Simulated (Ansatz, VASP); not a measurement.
**One calculation of PbSe, two programs**

File INCAR:

```
SYSTEM = PbSe
ALGO = Normal ; EDIFF = 1E-6
ENCUT = 520 ; GGA = PS
ISIF = 2 ; ISMEAR = 0
LASPH = .True. ; LCHARG = .True.
LELF = .True. ; LREAL = .False.
LVHAR = .True. ; LWAVE = .False.
NBANDS = 17 ; NELM = 80
PREC = Accurate ; SIGMA = 0.01
```

File KPOINTS:

```
k-points
0
Gamma
  6 6 6
  0 0 0
```

The input POSCAR:

```
PbSe
1.0
    0.0000000000      3.0696893639      3.0696893639
    3.0696893639      0.0000000000      3.0696893639
    3.0696893639      3.0696893639      0.0000000000
Pb Se
1 1
Direct
    0.0000000000      0.0000000000      0.0000000000
    0.5000000000      0.5000000000      0.5000000000
```

Input for Ansatz:

```yaml
crystal:
  lattice:
    - [0.0, 3.0696893639, 3.0696893639]
    - [3.0696893639, 0.0, 3.0696893639]
    - [3.0696893639, 3.0696893639, 0.0]
  atoms:
    - { symbol: Pb, position: [0.0, 0.0, 0.0] }
    - { symbol: Se, position: [0.5, 0.5, 0.5] }
kpoints:
  mp_grid: { grid: [6, 6, 6] }
hamiltonian:
  xc: pbesol
scf:
  occupations: { method: fixed }
  n_extra_bands: 4
output:
  forces: true
  stress: true
  eigenvalues: true
```

Alike in both runs: task single point; functional PBEsol; k mesh 6 × 6 × 6; no spin polarisation.

```csv
,VASP,Ansatz
version,VASP 6.6.1,Ansatz 0.2.0
potentials or method,"VASP PAW PBE potentials, release 64 (Pb_d, Se)","plane waves, PAW"
plane-wave cutoff (eV),520,420
occupations,"gaussian, width 0.01 eV",fixed
valence electrons in the cell,20,30
```

|  | VASP | Ansatz | Ansatz less VASP |
| --- | --- | --- | --- |
| gap on the k mesh at the Fermi level (eV) | 0.23 | 0.23 | -0.003 |
| pressure (GPa) | -1.0 | -1.0 | +0.01 |

VASP's potentials were made for PBE, not for PBEsol. VASP's potentials hold 20 valence electrons a cell and Ansatz's 30, so a difference there can come from the potentials and not from the codes.

Neither program's run includes spin-orbit coupling.
